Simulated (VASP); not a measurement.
La, 4 atoms in the cell. The structure is hexagonal, space group P6_3/mmc (No. 194). The conventional cell has a = 3.787 Å, b = 3.787 Å, c = 12.062 Å, α = 90.00°, β = 90.00°, γ = 120.00°. La (site symmetry -3m) has 12 La at 3.72 to 3.79 Å within 4.9 Å. La (site symmetry -6m2) has 12 La at 3.72 to 3.79 Å within 4.9 Å. 

* Program: VASP 6.6.1
* Task: single point
* Functional: r2SCAN
* Potentials or basis: VASP PAW PBE potentials, release 64 (La)
* Cutoff: 520 eV
* k mesh: 10 × 10 × 3
* Occupations: gaussian, width 0.1 eV
* Spin: no spin polarisation
* Dipole correction: no
* Further INCAR settings: ALGO = Normal; EDIFF = 1e-06; NBANDS = 30

Potentials or basis: VASP PAW PBE potentials, release 64 (La).

Launch:

```sh
$ cat potpaw_PBE.64/La/POTCAR > POTCAR
$ cp INCAR.step1 INCAR
$ mpirun -np 1 vasp_std > vasp.out
$ cp INCAR.step2 INCAR
$ mpirun -np 1 vasp_std > vasp.out
```

Hardware: 1 thread of Intel(R) Xeon(R) Platinum 8259CL CPU @ 2.50GHz (Skylake/Cascade Lake) (shared host).

How long does it take, and how much memory?

It took 12 min on 1 thread of Intel(R) Xeon(R) Platinum 8259CL CPU @ 2.50GHz (Skylake/Cascade Lake), on a shared host, peak memory 0.34 GiB. Counts: k points 28.
